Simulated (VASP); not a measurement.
# FePt (P4/mmm) in VASP: further runs

The runs below take FePt through single point, relaxation of cell and atoms, with LDA, RPBE+D3(BJ), PBE exchange alone, PBEsol+D3(BJ), PBE+D4.

Program: VASP 6.6.1. These are calculated values, not measurements. Logs are shortened: lines on timing, memory, paths and dates and some standing lists are left out, and cuts for length are marked.

## Step 1: The cell of the first run

The structure is tetragonal, space group P4/mmm (No. 123). The conventional cell has a = 2.759 Å, b = 2.759 Å, c = 3.769 Å, α = 90.00°, β = 90.00°, γ = 90.00°. Within 3.6 Å of Pt (site symmetry 4/mmm) lie 8 Fe at 2.71 Å and 4 Pt at 2.76 Å. Fe (site symmetry 4/mmm) has 8 Pt at 2.71 Å and 4 Fe at 2.76 Å within 3.6 Å.

## Step 2: Single point, LDA, collinear spin, ferromagnetic start

The input, INCAR:

```
ALGO = Normal
EDIFF = 1E-6
ENCUT = 520
ISIF = 2
ISMEAR = -1
ISPIN = 2
LASPH = True
LCHARG = False
LMAXMIX = 4
LORBIT = 11
LREAL = False
LWAVE = False
MAGMOM = 0 3
NBANDS = 20
NELM = 150
PREC = Accurate
SIGMA = 0.05
```

The input, KPOINTS:

```
k-points
0
Gamma
  10 10 7
```

The input, POSCAR:

```
FePt
1.0
    2.7593396363      0.0000000000      0.0000000000
    0.0000000000      2.7593396363      0.0000000000
    0.0000000000      0.0000000000      3.7689529822
Pt Fe
1 1
Direct
    0.5000000000      0.5000000000      0.5000000000
    0.0000000000      0.0000000000      0.0000000000
```

Potentials or basis: VASP PAW LDA potentials, release 64 (Pt, Fe).

Run with:

```sh
> cat potpaw_LDA.64/Pt/POTCAR potpaw_LDA.64/Fe/POTCAR > POTCAR
> mpirun -np 1 vasp_std > vasp.out
```

OUTCAR:

```text
EDIFF = 1E-6
   ENCUT = 520
   ISIF = 2
   ISMEAR = -1
   ISPIN = 2
   LASPH = True
   LORBIT = 11
   LREAL = False
   NELM = 150
   PREC = Accurate

 ion  position               nearest neighbor table
   1  0.500  0.500  0.500-   2 2.71   2 2.71   2 2.71   2 2.71   2 2.71   2 2.71   2 2.71   2 2.71

   2  0.000  0.000  0.000-   1 2.71   1 2.71   1 2.71   1 2.71   1 2.71   1 2.71   1 2.71   1 2.71

  LATTYP: Found a simple tetragonal cell.
 ALAT       =     2.7593396363
 C/A-ratio  =     1.3658894804

  Lattice vectors:

 A1 = (   2.7593396363,   0.0000000000,   0.0000000000)
 A2 = (   0.0000000000,   2.7593396363,   0.0000000000)
 A3 = (   0.0000000000,   0.0000000000,   3.7689529822)

Analysis of symmetry for initial positions (statically):
=====================================================================
 Subroutine PRICEL returns:
 Original cell was already a primitive cell.

 Routine SETGRP: Setting up the symmetry group for a
 simple tetragonal supercell.

 Subroutine GETGRP returns: Found 16 space group operations
 (whereof 16 operations were pure point group operations)
 out of a pool of 16 trial point group operations.

The static configuration has the point symmetry D_4h.

Analysis of symmetry for dynamics (positions and initial velocities):
=====================================================================
 Subroutine PRICEL returns:
 Original cell was already a primitive cell.

 Routine SETGRP: Setting up the symmetry group for a
 simple tetragonal supercell.

 Subroutine GETGRP returns: Found 16 space group operations
 (whereof 16 operations were pure point group operations)
 out of a pool of 16 trial point group operations.

The dynamic configuration has the point symmetry D_4h.

Analysis of structural, dynamic, and magnetic symmetry:
=====================================================================
 Subroutine PRICEL returns:
 Original cell was already a primitive cell.

 Routine SETGRP: Setting up the symmetry group for a
 simple tetragonal supercell.

 Subroutine GETGRP returns: Found 16 space group operations
 (whereof 16 operations were pure point group operations)
 out of a pool of 16 trial point group operations.

The overall configuration has the point symmetry D_4h.

 Subroutine INISYM returns: Found 16 space group operations
 (whereof 16 operations are pure point group operations),
 and found     1 'primitive' translations

----------------------------------------------------------------------------------------

                                     Primitive cell

  volume of cell :      28.6966

  direct lattice vectors                    reciprocal lattice vectors
     2.759339636  0.000000000  0.000000000     0.362405551  0.000000000  0.000000000
     0.000000000  2.759339636  0.000000000     0.000000000  0.362405551  0.000000000
     0.000000000  0.000000000  3.768952982     0.000000000  0.000000000  0.265325677

  length of vectors
     2.759339636  2.759339636  3.768952982     0.362405551  0.362405551  0.265325677

  position of ions in fractional coordinates (direct lattice)
     0.500000000  0.500000000  0.500000000
     0.000000000  0.000000000  0.000000000

  ion indices of the primitive-cell ions
   primitive index   ion index
                 1           1
                 2           2

----------------------------------------------------------------------------------------

 KPOINTS: k-points

Automatic generation of k-mesh.
 Grid dimensions read from file:
 generate k-points for:   10   10    7

 Generating k-lattice:

  Cartesian coordinates                     Fractional coordinates (reciprocal lattice)
     0.036240555  0.000000000  0.000000000     0.100000000  0.000000000  0.000000000
     0.000000000  0.036240555  0.000000000     0.000000000  0.100000000  0.000000000
     0.000000000  0.000000000  0.037903668     0.000000000  0.000000000  0.142857143

  Length of vectors
     0.036240555  0.036240555  0.037903668

  Shift w.r.t. Gamma in fractional coordinates (k-lattice)
     0.000000000  0.000000000  0.000000000

 Subroutine IBZKPT returns following result:
 ===========================================

 Found     84 irreducible k-points:

 Following reciprocal coordinates:
            Coordinates               Weight
  0.000000  0.000000  0.000000      1.000000
  0.100000  0.000000  0.000000      4.000000
  0.200000  0.000000  0.000000      4.000000
  0.300000  0.000000  0.000000      4.000000
  0.400000  0.000000  0.000000      4.000000
  0.500000  0.000000  0.000000      2.000000
[... 16 lines left out ...]
  0.100000  0.000000  0.142857      8.000000
  0.200000  0.000000  0.142857      8.000000
 [... further k-points ...]
   k-points           NKPTS =     84   k-points in BZ     NKDIM =     84   number of bands    NBANDS=     20
   number of dos      NEDOS =    301   number of ions     NIONS =      2
   total plane-waves  NPLWV =  16128
   dimension x,y,z NGX =    24 NGY =   24 NGZ =   28
   dimension x,y,z NGXF=    48 NGYF=   48 NGZF=   56
   ions per type =               1   1
   NGX,Y,Z   is equivalent  to a cutoff of  14.46, 14.46, 12.35 a.u.
   NGXF,Y,Z  is equivalent  to a cutoff of  28.92, 28.92, 24.70 a.u.
 SYSTEM =  unknown system
   PREC   = accura    normal or accurate (medium, high low for compatibility)
   ISTART =      0    job   : 0-new  1-cont  2-samecut
   ICHARG =      2    charge: 1-file 2-atom 10-const
   ISPIN  =      2    spin polarized calculation?
   LNONCOLLINEAR =      F non collinear calculations
   LSORBIT =      F    spin-orbit coupling
   LASPH  =      T    aspherical Exc in radial PAW
   ENCUT  =  520.0 eV  38.22 Ry    6.18 a.u.   5.13  5.13  7.01*2*pi/ulx,y,z
   NELM   =    150;   NELMIN=  2; NELMDL= -5     # of ELM steps
   EDIFF  = 0.1E-05   stopping-criterion for ELM
   LREAL  =      F    real-space projection
   EDIFFG = 0.1E-04   stopping-criterion for IOM
   NSW    =      0    number of steps for IOM
   IBRION =     -1    ionic relax: 0-MD 1-quasi-New 2-CG
   NFREE  =      0    steps in history (QN), initial steepest desc. (CG)
   ISIF   =      2    stress and relaxation
   ISYM   =      2    0-nonsym 1-usesym 2-fastsym
   POTIM  = 0.5000    time-step for ionic-motion
   TEBEG  =    0.0;   TEEND  =   0.0 temperature during run
   PSTRESS=    0.0 pullay stress
   NELECT =      18.0000    total number of electrons
   NUPDOWN=      -1.0000    fix difference up-down
   EMIN   =  10.00;   EMAX   =-10.00  energy-range for DOS
   EFERMI =   0.00;   METHOD = LEGACY
   ISMEAR =    -1;   SIGMA  =   0.05  broadening in eV -4-tet -1-fermi 0-gaus
   EFERMI_NEDOS =   21; number of points for ismear=-14 and -15
   IALGO  =     38    algorithm
   IMIX   =      4    mixing-type and parameters
     AMIX     =   0.40;   BMIX     =  1.00
     AMIX_MAG =   1.60;   BMIX_MAG =  1.00
  volume/ion in A,a.u.               =      14.35        96.83
  Fermi-wavevector in a.u.,A,eV,Ry     =   1.401378  2.648221 26.719945  1.963861
  Thomas-Fermi vector in A             =   2.524245
   LORBIT       =     11    0 simple, 1 ext, 2 COOP (PROOUT), +10 PAW based schemes
   GGA     = CA    functional components
   LHFCALC =     F    Hartree Fock is set to
   AEXX    =    0.0000 exact exchange contribution
   IVDW    =     0    specifies the selected vdW correction
   LEPSILON=     F    determine dielectric tensor
   LRPA    =     F    only Hartree local field effects (RPA)
 spin polarized calculation
  energy-cutoff  :      520.00
  volume of cell :       28.70
 maximum number of plane-waves:       788
 NGX is ok and might be reduce to    24
   NGX = 11   NGY = 11   NGZ = 15

 number of electron      17.9999998 magnetization       3.2344214

 Free energy of the ion-electron system (eV)
  ---------------------------------------------------
  ext. energy  EPLUGINS =         0.00000000
  ---------------------------------------------------
  free energy    TOTEN  =       -16.83813080 eV

  energy without entropy =      -16.82594412  energy(sigma->0) =      -16.83203746

 E-fermi :   7.9504     XC(G=0): -13.0873

 val. band max:        7.9311069123   @ k =   0.5000   0.4000   0.2857
 cond. band min:       7.9619248997   @ k =   0.3000   0.2000   0.0000
 fundamental gap:      0.0308179874
 Fermi energy:         7.9503963384

 spin component 1

 k-point     1 :       0.0000    0.0000    0.0000
  band No.  band energies     occupation
      1      -1.3300      1.00000
      2       1.9593      1.00000
      3       2.0939      1.00000
      4       4.7300      1.00000
      5       4.7300      1.00000
      6       5.2361      1.00000
[... 12 lines left out ...]
     19      29.1328      0.00000
     20      29.1328      0.00000

 k-point     2 :       0.1000    0.0000    0.0000
  band No.  band energies     occupation
      1      -1.0802      1.00000
      2       2.0881      1.00000
      3       2.2649      1.00000
      4       4.6261      1.00000
      5       4.8012      1.00000
      6       5.2993      1.00000
[... 12 lines left out ...]
     19      28.6700      0.00000
     20      29.6003      0.00000

 k-point     3 :       0.2000    0.0000    0.0000
  band No.  band energies     occupation
      1      -0.3822      1.00000
      2       2.3742      1.00000
      3       2.8061      1.00000
      4       4.3322      1.00000
      5       5.0077      1.00000
      6       5.3929      1.00000
[... 12 lines left out ...]
     19      28.9225      0.00000
     20      30.9013      0.00000

 k-point     4 :       0.3000    0.0000    0.0000
  band No.  band energies     occupation
      1       0.6072      1.00000
      2       2.7832      1.00000
      3       3.4963      1.00000
      4       3.9167      1.00000
      5       5.2533      1.00000
      6       5.2930      1.00000
[... 429 lines left out ...]
 k-point    23 :       0.1000    0.0000    0.1429
  band No.  band energies     occupation
      1      -0.8412      1.00000
      2       2.1794      1.00000
      3       2.3401      1.00000
      4       4.6762      1.00000
      5       4.8719      1.00000
      6       5.2407      1.00000
[... 12 lines left out ...]
     19      28.6380      0.00000
     20      29.2398      0.00000

 k-point    24 :       0.2000    0.0000    0.1429
  band No.  band energies     occupation
      1      -0.1679      1.00000
      2       2.4342      1.00000
      3       2.9057      1.00000
      4       4.3449      1.00000
      5       4.9801      1.00000
      6       5.3641      1.00000
[... 12 lines left out ...]
     19      30.4818      0.00000
     20      30.6064      0.00000

 [... further k-points ...]

 spin component 2

 k-point     1 :       0.0000    0.0000    0.0000
  band No.  band energies     occupation
      1      -1.1002      1.00000
      2       2.4514      1.00000
      3       2.4910      1.00000
      4       5.6807      1.00000
      5       5.6807      1.00000
      6       7.1838      1.00000
[... 12 lines left out ...]
     19      29.3303      0.00000
     20      29.3303      0.00000

 k-point     2 :       0.1000    0.0000    0.0000
  band No.  band energies     occupation
      1      -0.8485      1.00000
      2       2.5569      1.00000
      3       2.6913      1.00000
      4       5.4539      1.00000
      5       5.7488      1.00000
      6       7.0203      1.00000
[... 12 lines left out ...]
     19      29.0517      0.00000
     20      29.8016      0.00000

 k-point     3 :       0.2000    0.0000    0.0000
  band No.  band energies     occupation
      1      -0.1470      1.00000
      2       2.8091      1.00000
      3       3.2937      1.00000
      4       4.8870      1.00000
      5       5.9412      1.00000
      6       6.6055      1.00000
[... 12 lines left out ...]
     19      29.2372      0.00000
     20      31.1115      0.00000

 k-point     4 :       0.3000    0.0000    0.0000
  band No.  band energies     occupation
      1       0.8403      1.00000
      2       3.1807      1.00000
      3       4.0894      1.00000
      4       4.2543      1.00000
      5       6.1227      1.00000
      6       6.2176      1.00000
[... 429 lines left out ...]
 k-point    23 :       0.1000    0.0000    0.1429
  band No.  band energies     occupation
      1      -0.6127      1.00000
      2       2.6140      1.00000
      3       2.7697      1.00000
      4       5.4751      1.00000
      5       5.7942      1.00000
      6       7.0455      1.00000
[... 12 lines left out ...]
     19      29.1945      0.00000
     20      29.5164      0.00000

 k-point    24 :       0.2000    0.0000    0.1429
  band No.  band energies     occupation
      1       0.0688      1.00000
      2       2.8506      1.00000
      3       3.3832      1.00000
      4       4.8484      1.00000
      5       5.9140      1.00000
      6       6.6271      1.00000
[... 12 lines left out ...]
     19      30.7850      0.00000
     20      30.9239      0.00000

 [... further k-points ...]

------------------------ aborting loop because EDIFF is reached ----------------------------------------

  FORCE on cell =-STRESS in cart. coord.  units (eV):
  Direction    XX          YY          ZZ          XY          YZ          ZX
  --------------------------------------------------------------------------------------
  -------------------------------------------------------------------------------------
  Total       -3.6061834     -3.6061834     -3.3634084      0.0000000      0.0000000     -0.0000000
  in kB     -201.3387462   -201.3387462   -187.7842448      0.0000000      0.0000000     -0.0000000
  external PRESSURE =    -196.8205790 kB  Pullay stress =       0.0000000 kB

 VOLUME and BASIS-vectors are now :
 -----------------------------------------------------------------------------
  energy-cutoff  :      520.00
  volume of cell :       28.70
      direct lattice vectors                 reciprocal lattice vectors
     2.759339636  0.000000000  0.000000000     0.362405551  0.000000000  0.000000000
     0.000000000  2.759339636  0.000000000     0.000000000  0.362405551  0.000000000
     0.000000000  0.000000000  3.768952982     0.000000000  0.000000000  0.265325677

 POSITION                                       TOTAL-FORCE (eV/Angst)
 -----------------------------------------------------------------------------------
      1.37967      1.37967      1.88448         0.000000      0.000000      0.000000
      0.00000      0.00000      0.00000         0.000000      0.000000      0.000000
 -----------------------------------------------------------------------------------
    total drift:                                0.000000      0.000000     -0.000000

  FREE ENERGIE OF THE ION-ELECTRON SYSTEM (eV)
  ---------------------------------------------------
  free  energy   TOTEN  =       -16.8381308005 eV

  energy  without entropy=      -16.8259441207  energy(sigma->0) =      -16.83203746

 total charge

# of ion       s       p       d       tot
------------------------------------------
    1        0.693   0.610   8.029   9.332
    2        0.398   0.418   6.125   6.940
--------------------------------------------------
tot          1.090   1.028  14.154  16.272

 magnetization (x)

# of ion       s       p       d       tot
------------------------------------------
    1       -0.022  -0.051   0.415   0.342
    2        0.002  -0.002   2.849   2.849
--------------------------------------------------
tot         -0.020  -0.053   3.264   3.191
```

Wall time 46 s (1 thread of Intel Xeon Platinum 8488C (Sapphire Rapids), shared host); peak memory 0.2 GiB.

What came out:

```
Free energy                                           : -16.8381 eV
Pressure                                              : -19.7 GPa
Net moment                                            : 3.23 μB per cell
Site moments                                          : Pt +0.34; Fe +2.85 μB
Valence electrons inside the program's atomic spheres : Pt 9.33; Fe 6.94
```

Stress tensor (GPa, compression positive):
```
-20.13   0.00   0.00
  0.00 -20.13   0.00
  0.00   0.00 -18.78
```

Levels at points of the mesh, in eV from the Fermi level:
Spin up:
| k point | band 7 | band 8 | band 9 | band 10 | band 11 | band 12 | band 13 | band 14 | band 15 | band 16 |
| --- | --- | --- | --- | --- | --- | --- | --- | --- | --- | --- |
| (0.00, 0.00, 0.00) | -1.90 | -1.71 | -0.47 | -0.33 | -0.33 | 2.25 | 9.37 | 11.38 | 11.38 | 17.07 |
| (0.50, 0.00, 0.00) | -2.54 | -2.25 | -1.93 | -1.56 | 0.21 | 1.90 | 10.25 | 10.27 | 12.10 | 12.86 |
| (0.50, 0.50, 0.00) | -0.44 | -0.38 | -0.38 | 0.49 | 1.59 | 1.59 | 7.25 | 9.62 | 10.71 | 12.08 |
Spin down:
```csv
k point,band 4,band 5,band 6,band 7,band 8,band 9,band 10,band 11,band 12,band 13
"(0.00, 0.00, 0.00)",-2.27,-2.27,-0.77,-0.71,0.43,1.42,1.54,1.54,2.55,10.13
"(0.50, 0.00, 0.00)",-3.27,-2.33,-1.33,-1.11,-0.87,0.34,0.62,2.18,2.42,11.01
"(0.50, 0.50, 0.00)",-4.52,0.78,1.05,1.42,1.61,1.61,1.67,1.87,1.87,8.01
```

Caveat: the cell stands under tension; spin-orbit coupling is left out, which moves the levels of the heavy elements.

[end of part 1 of 3]
